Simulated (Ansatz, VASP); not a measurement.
# Two plane-wave programs on BaHfO3

```
Ba Hf O
1.0
     4.16984    0.00000    0.00000
     0.00000    4.16984    0.00000
     0.00000    0.00000    4.16984
Ba Hf O
1 1 3
Direct
  0.50000 0.50000 0.50000
  0.00000 0.00000 0.00000
  0.00000 0.50000 0.00000
  0.50000 0.00000 0.00000
  0.00000 0.00000 0.50000
```

Alike in both runs: task relaxation of cell and atoms; functional r2SCAN; k mesh 6 × 6 × 6; occupations gaussian, width 0.02 eV; no spin polarisation.

```csv
,VASP,Ansatz
version,VASP 6.6.1,Ansatz 0.2.0
potentials or method,"VASP PAW PBE potentials, release 64 (Ba_sv, Hf_pv, O), cutoff 600 eV","scalar-relativistic, plane waves, PAW"
valence electrons in the cell,38,54
```

```tsv
	VASP	Ansatz	Ansatz less VASP
gap on the k mesh at the Fermi level, each at its own relaxed structure (eV)	4.12	4.20	+0.073
relaxed volume (Å³/atom)	14.50	14.58	+0.078
relaxed cell length with the largest relative difference (Å)	4.170	4.177	+0.0075
```

VASP's potentials were made for PBE, not for r2SCAN. VASP's potentials hold 38 valence electrons a cell and Ansatz's 54, so a difference there can come from the potentials and not from the codes.

Neither program's run includes spin-orbit coupling. Noted on VASP's run: the relaxation stopped at its first step, so nothing moved.
